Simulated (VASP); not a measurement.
A run of VASP 6.6.1 is set up as follows.

Contents of INCAR:

```
SYSTEM = Mg2ZnO3
PREC = Accurate
ENCUT = 520
EDIFF = 1E-7
ISMEAR = 0
SIGMA = 0.05
LREAL = .FALSE.
LASPH = .TRUE.
NELM = 100
ALGO = Normal
ISIF = 2
LWAVE = .FALSE.
LCHARG = .FALSE.
NBANDS = 26
```

The input KPOINTS:

```
regular mesh
0
G
  12 12 4
  0 0 0
```

POSCAR

```
Mg2ZnO3
1.0
    2.9588593238     -0.0000089812      0.0000005327
   -1.4794374399      2.5624546954     -0.0000105241
    0.0000012985     -0.0000288729      7.2120851367
Mg Zn O
2 1 3
Direct
    0.3333366830      0.6666660876      0.6662290482
    0.6666605289      0.3333232919      0.3337730566
    0.0000042834      0.0000179150      0.0000013003
    0.3333266160      0.6666603827      0.1711767050
    0.6666757117      0.3333462065      0.8288211234
   -0.0000038230     -0.0000138837      0.4999987663
```

Potentials or basis: VASP PAW LDA potentials, release 64 (Mg, Zn, O).

The run is started by

```console
$ cat potpaw_LDA.64/Mg/POTCAR potpaw_LDA.64/Zn/POTCAR potpaw_LDA.64/O/POTCAR > POTCAR
$ mpirun -np 1 vasp_std > vasp.out
```

Question: Estimate the largest force.

Answer: 0.092 eV/Å.

Question: Estimate the band gap on the k mesh.

Answer: 3.37 eV, indirect (least direct gap 3.46 eV).

Forces in eV/Å, atoms in the order of the input:
```
Mg   0.000  0.000  0.019
Mg   0.000  0.000 -0.019
Zn   0.000  0.000  0.000
O    0.000  0.000  0.092
O    0.000  0.000 -0.092
O    0.000  0.000  0.000
```

Caveat: the cell differs from its parent crystal (all Zn atoms moved 0.1 Å in one direction, then relaxed in part). A k mesh can miss the band edges.
